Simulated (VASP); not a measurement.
Input of a VASP 6.6.1 run:

INCAR

```
PREC     = Accurate       # precision mode
ENCUT    = 520            # plane-wave cutoff, eV
EDIFF    = 1E-7           # SCF threshold, eV
ISMEAR   = 0              # smearing method
SIGMA    = 0.1            # smearing width, eV
LREAL    = False          # projectors in reciprocal space
LASPH    = True           # aspherical terms in the spheres
NELM     = 60             # most SCF steps
ALGO     = Normal         # electronic algorithm
ISIF     = 2              # what is computed and relaxed
LWAVE    = False          # write WAVECAR
LCHARG   = True           # write CHGCAR
LDIPOL   = True         
IDIPOL   = 3            
DIPOL    = 0.5 0.5 0.500
GGA      = CA             # functional
LELF     = True           # ELF
LVHAR    = True         
LVACPOTAV= True         
NBANDS   = 28             # bands
```

File KPOINTS:

```
Automatic mesh
0
Gamma
  12 12 1
```

POSCAR

```
MoS
1.0
    3.1204068979      0.0000000000      0.0000000000
   -1.5602034489      2.7023516437      0.0000000000
    0.0000000000      0.0000000000     21.0860250635
Mo S
2 2
Direct
    0.6666666667      0.3333333333      0.3556858145
    0.3333333333      0.6666666667      0.6443141855
    0.3333333333      0.6666666667      0.4316152661
    0.6666666667      0.3333333333      0.5683847339
```

Potentials or basis: VASP PAW LDA potentials, release 64 (Mo_sv, S).

Run with:

```bash
$ cat potpaw_LDA.64/Mo_sv/POTCAR potpaw_LDA.64/S/POTCAR > POTCAR
$ mpirun -np 1 vasp_std > vasp.out
```

Problem. What does it give for the band gap on the k mesh?

Solution. Zero (band 20 reaches 0.83 eV, above the bottom of band 21 at 0.64 eV).

Problem. What does it give for the largest force?

Solution. 1.933 eV/Å.

Forces in eV/Å, atoms in the order of the input:
```
Mo   0.000  0.000  1.928
Mo   0.000  0.000 -1.928
S    0.000  0.000 -1.933
S    0.000  0.000  1.933
```
